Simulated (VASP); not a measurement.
# C18Cl in VASP: single point with PBEsol

Aim: the single point of C18Cl with PBEsol.

All numbers are computed with VASP 6.6.1; they aren't measurements. Logs are shortened: lines on timing, memory, paths and dates and some standing lists are left out, and cuts for length are marked.

## (1) The cell of the first run

The cell holds a slab with vacuum, 19 atoms: a = 7.398 Å, b = 7.398 Å, c = 13.000 Å, α = 90.00°, β = 90.00°, γ = 120.00°.

## (2) Single point, PBEsol, collinear spin, ferromagnetic start

INCAR reads:

```
ALGO = Normal
EDIFF = 1E-6
ENCUT = 520
GGA = PS
ISIF = 2
ISMEAR = -1
ISPIN = 2
LASPH = True
LCHARG = False
LORBIT = 11
LREAL = Auto
LWAVE = False
MAGMOM = 0 0 0 0 0 0 0 0 0 0 0 0 0 0 0 0 0 0 1
NBANDS = 58
NELM = 150
PREC = Accurate
SIGMA = 0.02
```

KPOINTS reads:

```
k-points
0
Gamma
  2 2 1
```

POSCAR reads:

```
C18Cl
1.0
    7.3980000000      0.0000000000      0.0000000000
   -3.6990000000      6.4068560000      0.0000000000
    0.0000000000      0.0000000000     13.0000000000
C Cl
18 1
Direct
   -0.0027459606      0.0023107881      0.0724862875
    0.2196119053      0.1134592073      0.0717235070
   -0.0027478183      0.3353686946      0.0724802322
    0.2196139413      0.4465512019      0.0717084688
   -0.0027002542      0.6688645726      0.0726662804
    0.2193389600      0.7798731267      0.0728435948
    0.3308090378      0.0022910132      0.0724993314
    0.5525391986      0.1136256351      0.0745597058
    0.3306437637      0.3355204958      0.0719632908
    0.5527054612      0.4465528111      0.0717237664
    0.3307960648      0.6689125003      0.0724795689
    0.5525271866      0.7793167329      0.0745625120
    0.6639715089      0.0021923569      0.0815525251
    0.8868477350      0.1136377971      0.0745624568
    0.6638732313      0.3353555657      0.0725002302
    0.8862914339      0.4468257703      0.0728447329
    0.6638535618      0.6689099159      0.0724864549
    0.8862768772      0.7798878071      0.0728463710
    0.6639941659      0.0021246074      0.2761264833
```

Potentials or basis: VASP PAW PBE potentials, release 64 (C, Cl).

Launch:

```console
$ cat potpaw_PBE.64/C/POTCAR potpaw_PBE.64/Cl/POTCAR > POTCAR
$ mpirun -np 1 vasp_std > vasp.out
```

OUTCAR:

```text
EDIFF = 1E-6
   ENCUT = 520
   GGA = PS
   ISIF = 2
   ISMEAR = -1
   ISPIN = 2
   LASPH = True
   LORBIT = 11
   LREAL = Auto
   NELM = 150
   PREC = Accurate

 ion  position               nearest neighbor table
   1  0.997  0.002  0.072-  14 1.42   2 1.42  18 1.43
   2  0.220  0.113  0.072-   9 1.42   1 1.42   7 1.42
   3  0.997  0.335  0.072-  14 1.42   4 1.42  16 1.43
   4  0.220  0.447  0.072-   9 1.42  11 1.42   3 1.42
   5  0.997  0.669  0.073-  16 1.42   6 1.42  18 1.42
   6  0.219  0.780  0.073-   5 1.42  11 1.43   7 1.43
[... 10 lines left out ...]
  17  0.664  0.669  0.072-  12 1.42  10 1.42  18 1.43
  18  0.886  0.780  0.073-   5 1.42   1 1.43  17 1.43
  19  0.664  0.002  0.276-

  LATTYP: Found a hexagonal cell.
 ALAT       =     7.3980000000
 C/A-ratio  =     1.7572316842

  Lattice vectors:

 A1 = (   7.3980000000,   0.0000000000,   0.0000000000)
 A2 = (  -3.6990000000,   6.4068560000,   0.0000000000)
 A3 = (   0.0000000000,   0.0000000000,  13.0000000000)

Analysis of symmetry for initial positions (statically):
=====================================================================
 Subroutine PRICEL returns:
 Original cell was already a primitive cell.

 Routine SETGRP: Setting up the symmetry group for a
 hexagonal supercell.

 Subroutine GETGRP returns: Found  1 space group operations
 (whereof  1 operations were pure point group operations)
 out of a pool of 24 trial point group operations.

The static configuration has the point symmetry C_1 .

Analysis of symmetry for dynamics (positions and initial velocities):
=====================================================================
 Subroutine PRICEL returns:
 Original cell was already a primitive cell.

 Routine SETGRP: Setting up the symmetry group for a
 hexagonal supercell.

 Subroutine GETGRP returns: Found  1 space group operations
 (whereof  1 operations were pure point group operations)
 out of a pool of 24 trial point group operations.

The dynamic configuration has the point symmetry C_1 .

Analysis of structural, dynamic, and magnetic symmetry:
=====================================================================
 Subroutine PRICEL returns:
 Original cell was already a primitive cell.

[... 155 lines left out ...]
 NGX is ok and might be reduce to    56
   NGX = 27   NGY = 27   NGZ = 49

 number of electron      78.9999999 magnetization      -0.0000134

 number of electron      78.9999999 magnetization       0.0000463

 Free energy of the ion-electron system (eV)
  ---------------------------------------------------
  ext. energy  EPLUGINS =         0.00000000
  ---------------------------------------------------
  free energy    TOTEN  =      -174.61040352 eV

  energy without entropy =     -174.60916488  energy(sigma->0) =     -174.60978420

 E-fermi :  -2.8527     XC(G=0):  -3.8274

 val. band max:       -2.9665790338   @ k =   0.5000   0.5000   0.0000
 cond. band min:      -2.7605257583   @ k =   0.0000   0.0000   0.0000
 fundamental gap:      0.2060532754
 Fermi energy:        -2.8526719887

 spin component 1

 k-point     1 :       0.0000    0.0000    0.0000
  band No.  band energies     occupation
      1     -22.2879      1.00000
      2     -19.7240      1.00000
      3     -19.7240      1.00000
      4     -19.7116      1.00000
      5     -19.6902      1.00000
      6     -19.6900      1.00000
[... 205 lines left out ...]
     50       3.6758      0.00000
     51       3.6984      0.00000
 Fermi energy:        -2.8526719887

 spin component 2

 k-point     1 :       0.0000    0.0000    0.0000
  band No.  band energies     occupation
      1     -22.2879      1.00000
      2     -19.7240      1.00000
      3     -19.7240      1.00000
      4     -19.7116      1.00000
      5     -19.6902      1.00000
      6     -19.6900      1.00000
[... 205 lines left out ...]
     50       3.6759      0.00000
     51       3.6983      0.00000
 [bands above 51 left out]

------------------------ aborting loop because EDIFF is reached ----------------------------------------

  FORCE on cell =-STRESS in cart. coord.  units (eV):
  Direction    XX          YY          ZZ          XY          YZ          ZX
  --------------------------------------------------------------------------------------
  -------------------------------------------------------------------------------------
  Total       -3.8180933     -3.8147296     -0.2583206      0.0043113      0.0015073     -0.0017180
  in kB       -9.9278333     -9.9190871     -0.6716870      0.0112103      0.0039193     -0.0044671
  external PRESSURE =      -6.8395358 kB  Pullay stress =       0.0000000 kB

 VOLUME and BASIS-vectors are now :
 -----------------------------------------------------------------------------
  energy-cutoff  :      520.00
  volume of cell :      616.17
      direct lattice vectors                 reciprocal lattice vectors
     7.398000000  0.000000000  0.000000000     0.135171668  0.078041398  0.000000000
    -3.699000000  6.406856000  0.000000000     0.000000000  0.156082796  0.000000000
     0.000000000  0.000000000 13.000000000     0.000000000  0.000000000  0.076923077

 POSITION                                       TOTAL-FORCE (eV/Angst)
 -----------------------------------------------------------------------------------
      7.36914      0.01480      0.94232        -0.001159     -0.003227      0.000099
      1.20500      0.72692      0.93241         0.002819     -0.001335     -0.003144
      6.13714      2.14866      0.94224        -0.005680      0.000416      0.001069
     -0.02709      2.86099      0.93221        -0.002991      0.006076     -0.001384
      4.90389      4.28532      0.94466         0.002041      0.002675      0.002637
     -1.26208      4.99653      0.94697         0.006303      0.002994      0.000413
[... 11 lines left out ...]
      3.67187      4.99663      0.94700         0.002353     -0.003386      0.001613
      4.90437      0.01361      3.58964        -0.000745     -0.000069      0.000299
 -----------------------------------------------------------------------------------
    total drift:                                0.003798      0.004423      0.022365

  FREE ENERGIE OF THE ION-ELECTRON SYSTEM (eV)
  ---------------------------------------------------
  free  energy   TOTEN  =      -174.6104035157 eV

  energy  without entropy=     -174.6091648815  energy(sigma->0) =     -174.60978420

 total charge

# of ion       s       p       d       tot
------------------------------------------
    1        0.860   1.774   0.000   2.634
    2        0.860   1.773   0.000   2.633
    3        0.860   1.775   0.000   2.634
    4        0.860   1.773   0.000   2.633
    5        0.858   1.781   0.000   2.640
    6        0.858   1.777   0.000   2.635
[... 11 lines left out ...]
   18        0.858   1.777   0.000   2.635
   19        1.597   3.437   0.000   5.033
--------------------------------------------------
tot         17.067  35.358   0.000  52.425

 magnetization (x)

# of ion       s       p       d       tot
------------------------------------------
    1       -0.000  -0.000   0.000  -0.000
    2        0.000   0.000   0.000   0.000
    3       -0.000  -0.000   0.000  -0.000
    4        0.000   0.000   0.000   0.000
    5       -0.000  -0.000   0.000  -0.000
    6        0.000   0.000   0.000   0.000
[... 11 lines left out ...]
   18        0.000   0.000   0.000   0.000
   19        0.000   0.000   0.000   0.000
--------------------------------------------------
tot          0.000   0.000   0.000   0.000
```

stdout:

```text
POSCAR found type information on POSCAR C Cl
 POSCAR found :  2 types and      19 ions
 scaLAPACK will be used
 -----------------------------------------------------------------------------
|                                                                             |
|                                                                             |
|     You enforced a specific xc type in the INCAR file but a different       |
|     I HOPE YOU KNOW WHAT YOU ARE DOING!                                     |
|                                                                             |
 -----------------------------------------------------------------------------

 LDA part: xc-table for (Slater+PW92), standard interpolation
 POSCAR, INCAR and KPOINTS ok, starting setup
 FFT: planning ... GRIDC
 FFT: planning ... GRID_SOFT
 FFT: planning ... GRID
 WAVECAR not read
 entering main loop
```

Wall time 11 min (1 thread of Intel Xeon Platinum 8259CL at 2.50GHz (Skylake/Cascade Lake), shared host); peak memory 0.94 GiB.

Results:

```
Free energy                                           : -174.6104 eV
Largest force                                         : 0.011 eV/Å
Net moment                                            : 0.00 μB per cell
Valence electrons inside the program's atomic spheres : C 2.63, 2.64, 2.60; Cl 5.03
```

Forces in eV/Å, atoms in the order of the input:
```
C   -0.001 -0.003  0.000
C    0.003 -0.001 -0.003
C   -0.006  0.000  0.001
C   -0.003  0.006 -0.001
C    0.002  0.003  0.003
C    0.006  0.003  0.000
C   -0.006 -0.008 -0.001
C    0.003  0.001  0.002
C   -0.002  0.000 -0.001
C    0.007 -0.004 -0.001
C   -0.009  0.002  0.002
C    0.001  0.001 -0.003
C    0.008  0.000  0.001
C   -0.002 -0.001  0.001
C   -0.002  0.005 -0.003
C   -0.002 -0.002  0.004
C    0.003  0.003 -0.002
C    0.002 -0.003  0.002
Cl  -0.001  0.000  0.000
```

Levels at points of the mesh, in eV from the Fermi level:
Spin up:
| k point | band 36 | band 37 | band 38 | band 39 | band 40 | band 41 | band 42 | band 43 | band 44 | band 45 |
| --- | --- | --- | --- | --- | --- | --- | --- | --- | --- | --- |
| (0.00, 0.00, 0.00) | -0.72 | -0.55 | -0.55 | 0.09 | 0.19 | 0.19 | 0.65 | 4.18 | 4.96 | 4.98 |
| (0.50, 0.00, 0.00) | -2.55 | -2.31 | -0.48 | -0.47 | -0.11 | 1.86 | 2.59 | 2.63 | 2.67 | 2.71 |
| (0.00, 0.50, 0.00) | -2.55 | -2.31 | -0.48 | -0.47 | -0.11 | 1.86 | 2.59 | 2.63 | 2.67 | 2.71 |
| (0.50, 0.50, 0.00) | -2.55 | -2.31 | -0.48 | -0.47 | -0.11 | 1.86 | 2.59 | 2.63 | 2.67 | 2.71 |
Spin down:
| k point | band 38 | band 39 | band 40 | band 41 | band 42 | band 43 |
| --- | --- | --- | --- | --- | --- | --- |
| (0.00, 0.00, 0.00) | -0.55 | 0.09 | 0.19 | 0.19 | 0.65 | 4.18 |
| (0.50, 0.00, 0.00) | -0.48 | -0.47 | -0.11 | 1.86 | 2.59 | 2.63 |
| (0.00, 0.50, 0.00) | -0.48 | -0.47 | -0.11 | 1.86 | 2.59 | 2.63 |
| (0.50, 0.50, 0.00) | -0.48 | -0.47 | -0.11 | 1.86 | 2.59 | 2.63 |

Caveat: the k points lie up to 0.49 Å⁻¹ apart; the PAW data sets were made with another functional, which shifts forces and pressure a little.
